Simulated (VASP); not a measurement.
# Nb (Im-3m) in VASP: single point with PBE

Aim: the single point of Nb with PBE.

Everything below comes from runs of VASP 6.6.1. Logs are shortened: lines on timing, memory, paths and dates and some standing lists are left out, and cuts for length are marked.

## Step 1: The cell of the first run

It takes space group Im-3m (No. 229, cubic). Conventional cell: a = 3.309 Å, b = 3.309 Å, c = 3.309 Å, α = 90.00°, β = 90.00°, γ = 90.00°. Nb (site symmetry m-3m) has 14 Nb at 2.87 to 3.31 Å within 3.8 Å.

## Step 2: Single point, PBE

INCAR reads:

```
  ALGO = Normal
  EDIFF = 1E-6
  ENCUT = 500
  GGA = PE
  GGA_COMPAT = False
  ISIF = 2
  ISMEAR = 1
  LASPH = True
  LCHARG = False
  LREAL = Auto
  LWAVE = False
  NBANDS = 230
  NELM = 120
  PREC = Accurate
  SIGMA = 0.1
```

KPOINTS reads:

```
k-points
0
Gamma
  2 2 2
```

POSCAR reads:

```
Nb
1.0
    0.0000000000      6.6171497901      6.6171497901
    6.6171497901      0.0000000000      6.6171497901
    6.6171497901      6.6171497901      0.0000000000
Nb
32
Direct
    0.0000000000      0.0000000000      0.0000000000
    0.1250000000      0.1250000000      0.1250000000
    0.2500000000      0.2500000000      0.2500000000
    0.3750000000      0.3750000000      0.3750000000
    0.0000000000      0.0000000000      0.5000000000
    0.1250000000      0.1250000000      0.6250000000
    0.2500000000      0.2500000000      0.7500000000
    0.3750000000      0.3750000000      0.8750000000
    0.0000000000      0.5000000000      0.0000000000
    0.1250000000      0.6250000000      0.1250000000
    0.2500000000      0.7500000000      0.2500000000
    0.3750000000      0.8750000000      0.3750000000
    0.0000000000      0.5000000000      0.5000000000
    0.1250000000      0.6250000000      0.6250000000
    0.2500000000      0.7500000000      0.7500000000
    0.3750000000      0.8750000000      0.8750000000
    0.5000000000      0.0000000000      0.0000000000
    0.6250000000      0.1250000000      0.1250000000
    0.7500000000      0.2500000000      0.2500000000
    0.8750000000      0.3750000000      0.3750000000
    0.5000000000      0.0000000000      0.5000000000
    0.6250000000      0.1250000000      0.6250000000
    0.7500000000      0.2500000000      0.7500000000
    0.8750000000      0.3750000000      0.8750000000
    0.5000000000      0.5000000000      0.0000000000
    0.6250000000      0.6250000000      0.1250000000
    0.7500000000      0.7500000000      0.2500000000
    0.8750000000      0.8750000000      0.3750000000
    0.5000000000      0.5000000000      0.5000000000
    0.6250000000      0.6250000000      0.6250000000
    0.7500000000      0.7500000000      0.7500000000
    0.8750000000      0.8750000000      0.8750000000
```

Potentials or basis: VASP PAW PBE potentials, release 64 (Nb_sv).

Command:

```bash
cat potpaw_PBE.64/Nb_sv/POTCAR > POTCAR
mpirun -np 1 vasp_std > vasp.out
```

OUTCAR:

```text
EDIFF = 1E-6
   ENCUT = 500
   GGA = PE
   ISIF = 2
   ISMEAR = 1
   LASPH = True
   LREAL = Auto
   NELM = 120
   PREC = Accurate

 ion  position               nearest neighbor table
   1  0.000  0.000  0.000-   2 2.87   6 2.87  10 2.87  16 2.87  18 2.87  24 2.87  28 2.87  32 2.87

   2  0.125  0.125  0.125-   1 2.87   3 2.87   5 2.87   7 2.87   9 2.87  11 2.87  17 2.87  19 2.87

   3  0.250  0.250  0.250-   2 2.87   4 2.87   6 2.87   8 2.87  10 2.87  12 2.87  18 2.87  20 2.87

   4  0.375  0.375  0.375-   3 2.87   7 2.87  11 2.87  13 2.87  19 2.87  21 2.87  25 2.87  29 2.87

   5  0.000  0.000  0.500-   2 2.87   6 2.87  12 2.87  14 2.87  20 2.87  22 2.87  28 2.87  32 2.87

   6  0.125  0.125  0.625-   1 2.87   3 2.87   5 2.87   7 2.87  13 2.87  15 2.87  21 2.87  23 2.87
[... 47 lines left out ...]
  30  0.625  0.625  0.625-  13 2.87  15 2.87  21 2.87  23 2.87  25 2.87  27 2.87  29 2.87  31 2.87

  31  0.750  0.750  0.750-  14 2.87  16 2.87  22 2.87  24 2.87  26 2.87  28 2.87  30 2.87  32 2.87

  32  0.875  0.875  0.875-   1 2.87   5 2.87   9 2.87  15 2.87  17 2.87  23 2.87  27 2.87  31 2.87

  LATTYP: Found a face centered cubic cell.
 ALAT       =    13.2342995802

  Lattice vectors:

 A1 = (   0.0000000000,   6.6171497901,   6.6171497901)
 A2 = (   6.6171497901,   0.0000000000,   6.6171497901)
 A3 = (   6.6171497901,   6.6171497901,   0.0000000000)

Analysis of symmetry for initial positions (statically):
=====================================================================
 Subroutine PRICEL returns following result:

  LATTYP: Found a body centered cubic cell.
 ALAT       =     3.3085748951

  Lattice vectors:

 A1 = (  -1.6542874475,  -1.6542874475,  -1.6542874475)
 A2 = (   1.6542874475,  -1.6542874475,   1.6542874475)
 A3 = (  -1.6542874475,   1.6542874475,   1.6542874475)

  32 primitive cells build up your supercell.

 Routine SETGRP: Setting up the symmetry group for a
 face centered cubic supercell.

 Subroutine GETGRP returns: Found 48 space group operations
 (whereof 48 operations were pure point group operations)
 out of a pool of 48 trial point group operations.

The static configuration has the point symmetry O_h .

Analysis of symmetry for dynamics (positions and initial velocities):
=====================================================================
 Subroutine PRICEL returns following result:

  LATTYP: Found a body centered cubic cell.
 ALAT       =     3.3085748951

  Lattice vectors:

 A1 = (  -1.6542874475,  -1.6542874475,  -1.6542874475)
 A2 = (   1.6542874475,  -1.6542874475,   1.6542874475)
 A3 = (  -1.6542874475,   1.6542874475,   1.6542874475)

  32 primitive cells build up your supercell.

 Routine SETGRP: Setting up the symmetry group for a
 face centered cubic supercell.

 Subroutine GETGRP returns: Found 48 space group operations
 (whereof 48 operations were pure point group operations)
 out of a pool of 48 trial point group operations.

The dynamic configuration has the point symmetry O_h .

 Subroutine INISYM returns: Found 48 space group operations
 (whereof 48 operations are pure point group operations),
 and found    32 'primitive' translations

----------------------------------------------------------------------------------------

                                     Primitive cell

  volume of cell :      18.1089

  direct lattice vectors                    reciprocal lattice vectors
    -1.654287448 -1.654287448 -1.654287448    -0.302244934 -0.302244934  0.000000000
     1.654287448 -1.654287448  1.654287448     0.000000000 -0.302244934  0.302244934
    -1.654287448  1.654287448  1.654287448    -0.302244934  0.000000000  0.302244934

  length of vectors
     2.865309909  2.865309909  2.865309909     0.427438884  0.427438884  0.427438884

  position of ions in fractional coordinates (direct lattice)
     0.000000000  0.000000000  0.000000000

  ion indices of the primitive-cell ions
   primitive index   ion index
                 1           1

----------------------------------------------------------------------------------------

 KPOINTS: k-points

Automatic generation of k-mesh.
 Grid dimensions read from file:
 generate k-points for:    2    2    2

 Generating k-lattice:

  Cartesian coordinates                     Fractional coordinates (reciprocal lattice)
    -0.037780617  0.037780617  0.037780617     0.500000000  0.000000000  0.000000000
     0.037780617 -0.037780617  0.037780617     0.000000000  0.500000000  0.000000000
     0.037780617  0.037780617 -0.037780617     0.000000000  0.000000000  0.500000000

  Length of vectors
     0.065437948  0.065437948  0.065437948

  Shift w.r.t. Gamma in fractional coordinates (k-lattice)
     0.000000000  0.000000000  0.000000000

 Subroutine IBZKPT returns following result:
 ===========================================

 Found      3 irreducible k-points:

 Following reciprocal coordinates:
            Coordinates               Weight
  0.000000  0.000000  0.000000      1.000000
  0.500000  0.000000  0.000000      4.000000
  0.500000  0.500000  0.000000      3.000000
   k-points           NKPTS =      3   k-points in BZ     NKDIM =      3   number of bands    NBANDS=    230
   number of dos      NEDOS =    301   number of ions     NIONS =     32
   total plane-waves  NPLWV = 343000
   dimension x,y,z NGX =    70 NGY =   70 NGZ =   70
   dimension x,y,z NGXF=   140 NGYF=  140 NGZF=  140
   ions per type =              32
   NGX,Y,Z   is equivalent  to a cutoff of  12.44, 12.44, 12.44 a.u.
   NGXF,Y,Z  is equivalent  to a cutoff of  24.87, 24.87, 24.87 a.u.
 SYSTEM =  unknown system
   PREC   = accura    normal or accurate (medium, high low for compatibility)
   ISTART =      0    job   : 0-new  1-cont  2-samecut
   ICHARG =      2    charge: 1-file 2-atom 10-const
   ISPIN  =      1    spin polarized calculation?
   LNONCOLLINEAR =      F non collinear calculations
   LSORBIT =      F    spin-orbit coupling
   LASPH  =      T    aspherical Exc in radial PAW
   ENCUT  =  500.0 eV  36.75 Ry    6.06 a.u.  17.06 17.06 17.06*2*pi/ulx,y,z
   NELM   =    120;   NELMIN=  2; NELMDL= -5     # of ELM steps
   EDIFF  = 0.1E-05   stopping-criterion for ELM
   LREAL  =      T    real-space projection
   EDIFFG = 0.1E-04   stopping-criterion for IOM
   NSW    =      0    number of steps for IOM
   IBRION =     -1    ionic relax: 0-MD 1-quasi-New 2-CG
   NFREE  =      0    steps in history (QN), initial steepest desc. (CG)
   ISIF   =      2    stress and relaxation
   ISYM   =      2    0-nonsym 1-usesym 2-fastsym
   POTIM  = 0.5000    time-step for ionic-motion
   TEBEG  =    0.0;   TEEND  =   0.0 temperature during run
   PSTRESS=    0.0 pullay stress
   NELECT =     416.0000    total number of electrons
   NUPDOWN=      -1.0000    fix difference up-down
   EMIN   =  10.00;   EMAX   =-10.00  energy-range for DOS
   EFERMI =   0.00;   METHOD = LEGACY
   ISMEAR =     1;   SIGMA  =   0.10  broadening in eV -4-tet -1-fermi 0-gaus
   EFERMI_NEDOS =   21; number of points for ismear=-14 and -15
   IALGO  =     38    algorithm
   IMIX   =      4    mixing-type and parameters
     AMIX     =   0.40;   BMIX     =  1.00
     AMIX_MAG =   1.60;   BMIX_MAG =  1.00
  volume/ion in A,a.u.               =      18.11       122.21
  Fermi-wavevector in a.u.,A,eV,Ry     =   1.465857  2.770068 29.235343  2.148737
  Thomas-Fermi vector in A             =   2.581664
   LORBIT       =      0    0 simple, 1 ext, 2 COOP (PROOUT), +10 PAW based schemes
   GGA     = PE    functional components
   LHFCALC =     F    Hartree Fock is set to
   AEXX    =    0.0000 exact exchange contribution
   IVDW    =     0    specifies the selected vdW correction
   LEPSILON=     F    determine dielectric tensor
   LRPA    =     F    only Hartree local field effects (RPA)
 non-spin polarized calculation
 Methfessel and Paxton  Order N= 1 SIGMA  =   0.10
  energy-cutoff  :      500.00
  volume of cell :      579.49
 maximum number of plane-waves:     14748
 NGX is ok and might be reduce to    70
   NGX = 35   NGY = 35   NGZ = 35

 number of electron     415.9999993 magnetization

 Free energy of the ion-electron system (eV)
  ---------------------------------------------------
  ext. energy  EPLUGINS =         0.00000000
  ---------------------------------------------------
  free energy    TOTEN  =      -327.15369357 eV

  energy without entropy =     -327.10820170  energy(sigma->0) =     -327.13852961

 E-fermi :  11.2977     XC(G=0): -12.4718

 val. band max:       11.0038197869   @ k =   0.5000   0.5000   0.0000
 cond. band min:      11.3115964916   @ k =   0.5000   0.0000   0.0000
 fundamental gap:      0.3077767047
 Fermi energy:        11.2976504102

 k-point     1 :       0.0000    0.0000    0.0000
  band No.  band energies     occupation
      1     -43.2681      2.00000
      2     -43.1101      2.00000
      3     -43.1101      2.00000
      4     -43.1101      2.00000
      5     -43.1101      2.00000
      6     -43.1101      2.00000
[... 212 lines left out ...]
    219      12.0648     -0.00000
    220      12.0648     -0.00000

 k-point     2 :       0.5000    0.0000    0.0000
  band No.  band energies     occupation
      1     -43.2179      2.00000
      2     -43.2179      2.00000
      3     -43.1115      2.00000
      4     -43.1115      2.00000
      5     -43.1115      2.00000
      6     -43.1115      2.00000
[... 212 lines left out ...]
    219      11.5586     -0.00140
    220      11.5586     -0.00140

 k-point     3 :       0.5000    0.5000    0.0000
  band No.  band energies     occupation
      1     -43.2005      2.00000
      2     -43.2005      2.00000
      3     -43.1493      2.00000
      4     -43.1493      2.00000
      5     -43.1493      2.00000
      6     -43.1493      2.00000
[... 212 lines left out ...]
    219      11.9262     -0.00000
    220      11.9262     -0.00000
 [bands above 220 left out]

------------------------ aborting loop because EDIFF is reached ----------------------------------------

  FORCE on cell =-STRESS in cart. coord.  units (eV):
  Direction    XX          YY          ZZ          XY          YZ          ZX
  --------------------------------------------------------------------------------------
  -------------------------------------------------------------------------------------
  Total       -2.0550079     -2.0550079     -2.0550079      0.0000000      0.0000000      0.0000000
  in kB       -5.6817379     -5.6817379     -5.6817379      0.0000000      0.0000000      0.0000000
  external PRESSURE =      -5.6817379 kB  Pullay stress =       0.0000000 kB

 VOLUME and BASIS-vectors are now :
 -----------------------------------------------------------------------------
  energy-cutoff  :      500.00
  volume of cell :      579.49
      direct lattice vectors                 reciprocal lattice vectors
     0.000000000  6.617149790  6.617149790    -0.075561233  0.075561233  0.075561233
     6.617149790  0.000000000  6.617149790     0.075561233 -0.075561233  0.075561233
     6.617149790  6.617149790  0.000000000     0.075561233  0.075561233 -0.075561233

 POSITION                                       TOTAL-FORCE (eV/Angst)
 -----------------------------------------------------------------------------------
      0.00000      0.00000      0.00000         0.000000      0.000000     -0.000000
      1.65429      1.65429      1.65429         0.000000     -0.000000     -0.000000
      3.30857      3.30857      3.30857        -0.000000     -0.000000      0.000000
      4.96286      4.96286      4.96286         0.000000     -0.000000      0.000000
      3.30857      3.30857      0.00000        -0.000000      0.000000      0.000000
      4.96286      4.96286      1.65429        -0.000000      0.000000      0.000000
[... 24 lines left out ...]
      9.92572      9.92572      9.92572        -0.000000      0.000000     -0.000000
     11.58001     11.58001     11.58001         0.000000     -0.000000     -0.000000
 -----------------------------------------------------------------------------------
    total drift:                                0.000000      0.000000      0.000000

  FREE ENERGIE OF THE ION-ELECTRON SYSTEM (eV)
  ---------------------------------------------------
  free  energy   TOTEN  =      -327.1536935706 eV

  energy  without entropy=     -327.1082016976  energy(sigma->0) =     -327.13852961
```

Wall time 18 min (1 thread of AMD EPYC 7R13 (Zen 3), shared host); peak memory 0.79 GiB.

Results:

```
Free energy            : -327.1537 eV
Pressure               : -0.6 GPa
Band gap on the k mesh : zero (bands 208 and 209 overlap by 1.27 eV)
```

Caveat: the k points lie up to 0.41 Å⁻¹ apart, too coarse for converged energies and pressures of a metal.

The gap in the log of VASP goes by the Fermi energy; the results here count the filled bands.